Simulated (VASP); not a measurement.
A run of VASP 6.6.1:

The input POSCAR:

```
BN
1.0
    2.4927677898      0.0000000000      0.0000000000
   -1.2463838949      2.1588002317      0.0000000000
    0.0000000000      0.0000000000      6.2214131515
B N
2 2
Direct
    0.3333333333      0.6666666667      0.2500000000
    0.6666666667      0.3333333333      0.7500000000
    0.3333333333      0.6666666667      0.7500000000
    0.6666666667      0.3333333333      0.2500000000
```

INCAR.step1

```
PREC     = Accurate       # precision mode
ENCUT    = 520            # plane-wave cutoff, eV
ISMEAR   = 0              # smearing method
SIGMA    = 0.01           # smearing width, eV
LREAL    = False          # projectors in reciprocal space
LASPH    = True           # aspherical terms in the spheres
NELM     = 80             # most SCF steps
NBANDS   = 16             # bands
GGA      = PE             # functional
ALGO     = Normal         # electronic algorithm
EDIFF    = 1E-4           # SCF threshold, eV
LWAVE    = True           # write WAVECAR
LCHARG   = False          # write CHGCAR
```

Contents of INCAR.step2:

```
PREC     = Accurate       # precision mode
ENCUT    = 520            # plane-wave cutoff, eV
EDIFF    = 1E-6           # SCF threshold, eV
ISMEAR   = 0              # smearing method
SIGMA    = 0.01           # smearing width, eV
LREAL    = False          # projectors in reciprocal space
LASPH    = True           # aspherical terms in the spheres
NELM     = 80             # most SCF steps
ALGO     = Normal         # electronic algorithm
ISIF     = 2              # what is computed and relaxed
LWAVE    = False          # write WAVECAR
LCHARG   = False          # write CHGCAR
METAGGA  = R2SCAN         # meta-GGA
LMIXTAU  = True         
NBANDS   = 16             # bands
ISTART   = 1
```

File KPOINTS:

```
regular mesh
0
Gamma
  10 10 4
```

Potentials or basis: VASP PAW PBE potentials, release 64 (B, N).

Run with:

```bash
$ cat potpaw_PBE.64/B/POTCAR potpaw_PBE.64/N/POTCAR > POTCAR
$ cp INCAR.step1 INCAR
$ mpirun -np 1 vasp_std > vasp.out
$ cp INCAR.step2 INCAR
$ mpirun -np 1 vasp_std > vasp.out
```

Hardware: 1 thread of Intel(R) Xeon(R) 6975P-C (Granite Rapids) (shared host).

**Question.** Estimate the wall time of this run.

**Answer.** It took 41 s on 1 thread of Intel(R) Xeon(R) 6975P-C (Granite Rapids), with other jobs on the host, peak memory 0.15 GiB. Counts: k points 42.
